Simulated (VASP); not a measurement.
# P in VASP: single point with PBEsol+D3(BJ)

Aim: the single point of P with PBEsol+D3(BJ).

All numbers are computed with VASP 6.6.1; they aren't measurements. Logs are shortened: lines on timing, memory, paths and dates and some standing lists are left out, and cuts for length are marked.

## Step 1: The cell of the first run

The cell holds a slab with vacuum, 4 atoms: a = 3.181 Å, b = 4.434 Å, c = 23.589 Å, α = 90.00°, β = 90.00°, γ = 90.00°.

## Step 2: Single point, PBEsol+D3(BJ)

Input file INCAR:

```
SYSTEM = P
ALGO = Normal
DIPOL = 0.5 0.5 0.647
EDIFF = 1E-6
ENCUT = 400
GGA = PS
GGA_COMPAT = .False.
IDIPOL = 3
ISIF = 2
ISMEAR = 0
IVDW = 12
LASPH = .True.
LCHARG = .False.
LDIPOL = .True.
LREAL = .False.
LWAVE = .False.
NBANDS = 18
NELM = 120
NELMDL = -8
PREC = Accurate
SIGMA = 0.04
```

Input file KPOINTS:

```
k-points
0
Gamma
  12 9 1
  0 0 0
```

Input file POSCAR:

```
P
1.0
    3.1806759268      0.0000000000      0.0000000000
    0.0000000000      4.4336694738      0.0000000000
    0.0000000000      0.0000000000     23.5888569692
P
4
Direct
    0.5000000000      0.5782104709      0.6012507740
    0.0000000000      0.9217895291      0.6012507740
    0.0000000000      0.0817573098      0.6926205847
    0.5000000000      0.4182426902      0.6926205847
```

Potentials or basis: VASP PAW PBE potentials, release 64 (P).

Launch:

```
cat potpaw_PBE.64/P/POTCAR > POTCAR
mpirun -np 1 vasp_std > vasp.out
```

OUTCAR:

```text
SYSTEM = P
   EDIFF = 1E-6
   ENCUT = 400
   GGA = PS
   ISIF = 2
   ISMEAR = 0
   IVDW = 12
   LASPH = .True.
   LREAL = .False.
   NELM = 120
   NELMDL = -8
   PREC = Accurate
 IVDW          = 12

 ion  position               nearest neighbor table
   1  0.500  0.578  0.601-   2 2.20   2 2.20   4 2.27
   2  0.000  0.922  0.601-   1 2.20   1 2.20   3 2.27
   3  0.000  0.082  0.693-   4 2.18   4 2.18   2 2.27
   4  0.500  0.418  0.693-   3 2.18   3 2.18   1 2.27

  LATTYP: Found a simple orthorhombic cell.
 ALAT       =     3.1806759268
 B/A-ratio  =     1.3939393940
 C/A-ratio  =     7.4163031733

  Lattice vectors:

 A1 = (   3.1806759268,   0.0000000000,   0.0000000000)
 A2 = (   0.0000000000,   4.4336694738,   0.0000000000)
 A3 = (   0.0000000000,   0.0000000000,  23.5888569692)

Analysis of symmetry for initial positions (statically):
=====================================================================
 Subroutine PRICEL returns:
 Original cell was already a primitive cell.

 Routine SETGRP: Setting up the symmetry group for a
 simple orthorhombic supercell.

 Subroutine GETGRP returns: Found  4 space group operations
 (whereof  2 operations were pure point group operations)
 out of a pool of  8 trial point group operations.

The static configuration has the point symmetry C_1h.
 The point group associated with its full space group is C_2v.

Analysis of symmetry for dynamics (positions and initial velocities):
=====================================================================
 Subroutine PRICEL returns:
 Original cell was already a primitive cell.

 Routine SETGRP: Setting up the symmetry group for a
 simple orthorhombic supercell.

 Subroutine GETGRP returns: Found  4 space group operations
 (whereof  2 operations were pure point group operations)
 out of a pool of  8 trial point group operations.

The dynamic configuration has the point symmetry C_1h.
 The point group associated with its full space group is C_2v.

 Subroutine INISYM returns: Found  4 space group operations
 (whereof  2 operations are pure point group operations),
 and found     1 'primitive' translations

----------------------------------------------------------------------------------------

                                     Primitive cell

  volume of cell :     332.6516

  direct lattice vectors                    reciprocal lattice vectors
     3.180675927  0.000000000  0.000000000     0.314398582  0.000000000  0.000000000
     0.000000000  4.433669474  0.000000000     0.000000000  0.225546809  0.000000000
     0.000000000  0.000000000 23.588856969     0.000000000  0.000000000  0.042392898

  length of vectors
[... 99 lines left out ...]
   EMIN   =  10.00;   EMAX   =-10.00  energy-range for DOS
   EFERMI =   0.00;   METHOD = LEGACY
   ISMEAR =     0;   SIGMA  =   0.04  broadening in eV -4-tet -1-fermi 0-gaus
   EFERMI_NEDOS =   21; number of points for ismear=-14 and -15
   IALGO  =     38    algorithm
   IMIX   =      4    mixing-type and parameters
     AMIX     =   0.40;   BMIX     =  1.00
     AMIX_MAG =   1.60;   BMIX_MAG =  1.00
  volume/ion in A,a.u.               =      83.16       561.21
  Fermi-wavevector in a.u.,A,eV,Ry     =   0.641340  1.211957  5.596306  0.411317
  Thomas-Fermi vector in A             =   1.707647
   LORBIT       =      0    0 simple, 1 ext, 2 COOP (PROOUT), +10 PAW based schemes
   GGA     = PS    functional components
   LHFCALC =     F    Hartree Fock is set to
   AEXX    =    0.0000 exact exchange contribution
   IVDW    =    12    specifies the selected vdW correction
   LEPSILON=     F    determine dielectric tensor
   LRPA    =     F    only Hartree local field effects (RPA)
 non-spin polarized calculation
 Gauss-broadening in eV      SIGMA  =   0.04
  energy-cutoff  :      400.00
  volume of cell :      332.65
 maximum number of plane-waves:      6088
 NGX is ok and might be reduce to    24
   NGX = 11   NGY = 15   NGZ = 77

 dipolmoment           0.000000      0.000000     -0.000344 electrons x Angstroem

 number of electron      20.0000000 magnetization

 dipolmoment           0.000000      0.000000      0.000484 electrons x Angstroem

 Free energy of the ion-electron system (eV)
  ---------------------------------------------------
  ext. energy  EPLUGINS =         0.00000000
  ---------------------------------------------------
  free energy    TOTEN  =       -22.77907873 eV

  energy without entropy =      -22.77907873  energy(sigma->0) =      -22.77907873

 E-fermi :  -2.2180     XC(G=0):  -2.6967

 val. band max:       -2.3996379401   @ k =   0.0833   0.0000   0.0000
 cond. band min:      -2.0103617077   @ k =   0.0000   0.0000   0.0000
 fundamental gap:      0.3892762324
 Fermi energy:        -2.2179774797

 k-point     1 :       0.0000    0.0000    0.0000
  band No.  band energies     occupation
      1     -17.7290      2.00000
      2     -15.2227      2.00000
      3     -11.3034      2.00000
      4      -8.3910      2.00000
      5      -7.3526      2.00000
      6      -7.0511      2.00000
[... 481 lines left out ...]
      5      -7.1946      2.00000
      6      -6.4017      2.00000
[... 10 lines left out ...]
     17       3.2600      0.00000
     18       3.2791      0.00000

 [... further k-points ...]

------------------------ aborting loop because EDIFF is reached ----------------------------------------

 vacuum level on the upper side and lower side of the slab       (xc-potential included)        -0.010        -0.016

 Edisp (eV)   -0.71696

 E8    (eV) :    -0.4449

  FORCE on cell =-STRESS in cart. coord.  units (eV):
  Direction    XX          YY          ZZ          XY          YZ          ZX
  --------------------------------------------------------------------------------------
  -------------------------------------------------------------------------------------
  Total       2.41153    -0.49372    -1.18795     0.00000     0.00000     0.00000
  in kB      11.61487    -2.37795    -5.72161     0.00000     0.00000     0.00000
  external pressure =        1.17 kB  Pullay stress =        0.00 kB

 VOLUME and BASIS-vectors are now :
 -----------------------------------------------------------------------------
  energy-cutoff  :      400.00
  volume of cell :      332.65
      direct lattice vectors                 reciprocal lattice vectors
     3.180675927  0.000000000  0.000000000     0.314398582  0.000000000  0.000000000
     0.000000000  4.433669474  0.000000000     0.000000000  0.225546809  0.000000000
     0.000000000  0.000000000 23.588856969     0.000000000  0.000000000  0.042392898

 POSITION                                       TOTAL-FORCE (eV/Angst)
 -----------------------------------------------------------------------------------
      1.59034      2.56359     14.18282         0.000000      0.271249      0.273014
      0.00000      4.08691     14.18282         0.000000     -0.271249      0.273014
      0.00000      0.36248     16.33813         0.000000     -0.150952     -0.273014
      1.59034      1.85435     16.33813         0.000000      0.150952     -0.273014
 -----------------------------------------------------------------------------------
    total drift:                               -0.000000      0.000000     -0.000188

  FREE ENERGIE OF THE ION-ELECTRON SYSTEM (eV)
  ---------------------------------------------------
  free  energy   TOTEN  =       -23.4960352515 eV

  energy  without entropy=      -23.4960352515  energy(sigma->0) =      -23.49603525

 vacuum level on the upper side and lower side of the slab         2.431         2.423
```

OSZICAR:

```text
N       E                     dE             d eps       ncg     rms          rms(c)
DAV:   1     0.119917060525E+03    0.11992E+03   -0.54920E+03  1260   0.628E+02
DAV:   2    -0.906407200086E+01   -0.12898E+03   -0.12265E+03  1924   0.139E+02
DAV:   3    -0.227704100691E+02   -0.13706E+02   -0.13639E+02  1646   0.524E+01
[... 17 lines left out ...]
DAV:  21    -0.227790551836E+02   -0.21291E-04   -0.48442E-07  1322   0.267E-03    0.292E-03
DAV:  22    -0.227790729630E+02   -0.17779E-04   -0.60071E-07  1286   0.217E-03    0.236E-03
DAV:  23    -0.227790766462E+02   -0.36832E-05   -0.12467E-07  1356   0.120E-03    0.798E-04
DAV:  24    -0.227790783979E+02   -0.17518E-05   -0.55210E-08  1212   0.687E-04    0.397E-04
DAV:  25    -0.227790787305E+02   -0.33260E-06   -0.73598E-09  1180   0.316E-04
   1 F= -.23496035E+02 E0= -.23496035E+02  d E =-.472133E-12
```

stdout:

```text
POSCAR found type information on POSCAR P
 POSCAR found :  1 types and       4 ions
 scaLAPACK will be used
 -----------------------------------------------------------------------------
|                                                                             |
|                                                                             |
|     You enforced a specific xc type in the INCAR file but a different       |
|     I HOPE YOU KNOW WHAT YOU ARE DOING!                                     |
|                                                                             |
 -----------------------------------------------------------------------------

 LDA part: xc-table for (Slater+PW92), standard interpolation
 POSCAR, INCAR and KPOINTS ok, starting setup
 FFT: planning ... GRIDC
 FFT: planning ... GRID_SOFT
 FFT: planning ... GRID
 WAVECAR not read
 entering main loop
```

Wall time 3.8 min (1 thread of AMD EPYC 7R43 (Zen 3), shared host); peak memory 0.34 GiB.

Results:

```
Free energy                : -23.4960 eV
Largest force              : 0.385 eV/Å
Band gap on the k mesh     : 0.39 eV (least direct gap 0.40 eV)
Dispersion energy per atom : -0.179 eV
```

Forces in eV/Å, atoms in the order of the input:
```
P    0.000  0.271  0.273
P    0.000 -0.271  0.273
P    0.000 -0.151 -0.273
P    0.000  0.151 -0.273
```

Levels at points of the mesh, in eV from the valence-band top:
```csv
k point,band 6,band 7,band 8,band 9,band 10,band 11,band 12,band 13,band 14,band 15
"(0.00, 0.00, 0.00)",-4.65,-2.95,-2.21,-1.33,-0.01,0.39,2.01,3.32,3.95,4.30
"(0.50, 0.00, 0.00)",-4.82,-2.75,-2.75,-2.06,-2.06,1.09,1.09,1.73,1.73,3.42
```

Caveat: the PAW data sets were made with another functional, which shifts forces and pressure a little.
